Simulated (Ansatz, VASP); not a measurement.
# FeSi in VASP and in Ansatz

```
CELL_PARAMETERS angstrom
4.40305 0.00000 0.00000
0.00000 4.40305 0.00000
0.00000 0.00000 4.40305
ATOMIC_POSITIONS crystal
Fe 0.13666 0.13666 0.13666
Fe 0.36334 0.86334 0.63666
Fe 0.63666 0.36334 0.86334
Fe 0.86334 0.63666 0.36334
Si 0.84113 0.84113 0.84113
Si 0.65887 0.15887 0.34113
Si 0.34113 0.65887 0.15887
Si 0.15887 0.34113 0.65887
```

Alike in both runs: task single point; functional LDA; k mesh 6 × 6 × 6; no spin polarisation.

|  | VASP | Ansatz |
| --- | --- | --- |
| version | VASP 6.6.1 | Ansatz 0.2.0 |
| potentials or method | VASP PAW LDA potentials, release 64 (Fe, Si) | plane waves, PAW |
| plane-wave cutoff (eV) | 520 | 420 |
| occupations | gaussian, width 0.01 eV | fixed |
| valence electrons in the cell | 48 | 80 |

|  | VASP | Ansatz | Ansatz less VASP |
| --- | --- | --- | --- |
| gap on the k mesh at the Fermi level (eV) | 0.13 | 0.14 | +0.008 |
| pressure (GPa) | -5.1 | -5.9 | -0.75 |
| rms of the force components (eV/Å) | 0.036 | 0.048 | +0.0123 |

LDA's correlation is that of Perdew and Zunger in VASP and of Perdew and Wang (1992) in Ansatz. Atom by atom the forces differ by 0.020 eV/Å (rms over components). VASP's potentials hold 48 valence electrons a cell and Ansatz's 80, so a difference there can come from the potentials and not from the codes.
